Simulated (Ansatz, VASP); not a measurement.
**One calculation of HfO2, two programs**

File INCAR:

```
PREC = Accurate
ENCUT = 520
EDIFF = 1E-6
ISMEAR = -1
SIGMA = 0.02
LREAL = False
LASPH = True
NELM = 100
ALGO = Normal
ISIF = 2
LWAVE = False
LCHARG = True
GGA = PE
LELF = True
LVHAR = True
NBANDS = 18
```

File KPOINTS:

```
Automatic mesh
0
Gamma
  8 8 8
```

The input POSCAR:

```
HfO2
1.0
    0.0000000000      2.4785986729      2.4785986729
    2.4785986729      0.0000000000      2.4785986729
    2.4785986729      2.4785986729      0.0000000000
Hf O
1 2
Direct
    0.0000000000      0.0000000000      0.0000000000
    0.2500000000      0.2500000000      0.2500000000
    0.7500000000      0.7500000000      0.7500000000
```

Input for Ansatz:

```yaml
crystal:
  lattice:
    - [0.0, 2.4785986729, 2.4785986729]
    - [2.4785986729, 0.0, 2.4785986729]
    - [2.4785986729, 2.4785986729, 0.0]
  atoms:
    - { symbol: Hf, position: [0.0, 0.0, 0.0] }
    - { symbol: O, position: [0.25, 0.25, 0.25] }
    - { symbol: O, position: [0.75, 0.75, 0.75] }
kpoints:
  mp_grid: { grid: [8, 8, 8] }
  band_path:
    path:
      - [0.0, 0.0, 0.0]
      - [0.5, 0.0, 0.5]
      - [0.625, 0.25, 0.625]
      - [0.375, 0.375, 0.75]
      - [0.5, 0.5, 0.5]
      - [0.5, 0.25, 0.75]
      - [0.0, 0.5, 0.5]
    npoints: 1
hamiltonian:
  xc: pbe
scf:
  occupations: { method: fermi_dirac, width: 0.02 }
  n_extra_bands: 4
output:
  forces: true
  stress: true
  eigenvalues: true
```

Change from the starting cell: hydrostatic strain -2.0%.

Alike in both runs: task single point; functional PBE; k mesh 8 × 8 × 8; occupations fermi-dirac, width 0.02 eV; no spin polarisation.

```csv
,VASP,Ansatz
version,VASP 6.6.1,Ansatz 0.2.0
potentials or method,"VASP PAW PBE potentials, release 64 (Hf_pv, O)","plane waves, PAW"
plane-wave cutoff (eV),520,420
valence electrons in the cell,22,38
```

VASP gave:

- gap on the k mesh at the Fermi level (eV): 3.98
- pressure (GPa): 20.1

Q: Which values does Ansatz return?

A: gap on the k mesh at the Fermi level (eV): 3.95; pressure (GPa): 24.6.

With one functional, cell and mesh, what is left measures potentials, basis and numerics. VASP's potentials hold 22 valence electrons a cell and Ansatz's 38, so a difference there can come from the potentials and not from the codes.

Neither program's run includes spin-orbit coupling.
